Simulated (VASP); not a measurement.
Mo:

```
CELL_PARAMETERS angstrom
2.72703 -0.02042 0.01897
-1.38120 2.36098 -0.01736
0.01724 -0.00826 2.53134
ATOMIC_POSITIONS crystal
Mo 0.00000 0.00000 0.50000
```

- Program: VASP 6.6.1
- Task: relaxation of cell and atoms
- Functional: PBEsol
- Potentials or basis: VASP PAW PBE potentials, release 64 (Mo_sv)
- Cutoff: 600 eV
- k mesh: 12 × 12 × 14
- Occupations: gaussian, width 0.15 eV
- Spin: no spin polarisation

At the start: pressure 0.9 GPa; volume 16.23 Å³/atom.

**Question.** How do energy, volume and symmetry change on relaxing?

**Answer.** Over 57 steps the energy falls by 906.4 meV/atom and the volume is 15.35 Å³/atom (-5.4 %); space group P6/mmm (No. 191, to 0.1 Å) before, Im-3m (No. 229, to 0.1 Å).

Step by step:
```csv
step,energy change (eV),largest force (eV/Å),pressure (GPa),volume (Å³)
1,0.0000,0.0000,0.87,16.23
3,-0.0113,0.0000,-1.00,16.36
5,-0.0383,0.0000,11.17,15.62
7,-0.0390,0.0000,14.15,15.46
9,-0.0374,0.0000,17.13,15.31
11,-0.0387,0.0000,17.71,15.29
13,-0.0431,0.0000,19.70,15.19
15,-0.0395,0.0000,29.10,14.78
17,-0.0543,0.0000,25.29,14.93
19,-0.1223,0.0000,28.23,14.78
21,-0.2143,0.0000,29.36,14.64
23,-0.4032,0.0000,-0.49,15.98
25,-0.4370,0.0000,2.21,15.77
27,-0.5565,0.0000,-1.60,15.80
29,-0.5639,0.0000,-1.63,15.78
31,-0.6484,0.0000,2.65,15.42
33,-0.7472,0.0000,13.56,14.78
35,-0.7798,0.0000,12.20,14.84
37,-0.8366,0.0000,3.40,15.24
39,-0.8813,0.0000,-6.22,15.74
41,-0.9037,0.0000,-0.29,15.37
43,-0.9048,0.0000,-0.29,15.36
45,-0.9062,0.0000,0.70,15.31
47,-0.9063,0.0000,-0.14,15.36
49,-0.9063,0.0000,-0.28,15.37
51,-0.9064,0.0000,-0.21,15.35
53,-0.9064,0.0000,-0.12,15.35
55,-0.9064,0.0000,-0.10,15.35
57,-0.9064,0.0000,0.06,15.35
```

Final structure:
```cif
data_structure
_symmetry_space_group_name_H-M 'P 1'
_symmetry_Int_Tables_number 1
_cell_length_a 3.1228
_cell_length_b 2.7119
_cell_length_c 2.7057
_cell_angle_alpha 109.290
_cell_angle_beta 55.007
_cell_angle_gamma 125.166
_cell_volume 15.35
loop_
_atom_site_label
_atom_site_type_symbol
_atom_site_fract_x
_atom_site_fract_y
_atom_site_fract_z
_atom_site_occupancy
Mo1 Mo 0.00000 0.00000 0.50000 1
```

Caveat: the PAW data sets were made with another functional, which shifts forces and pressure a little.
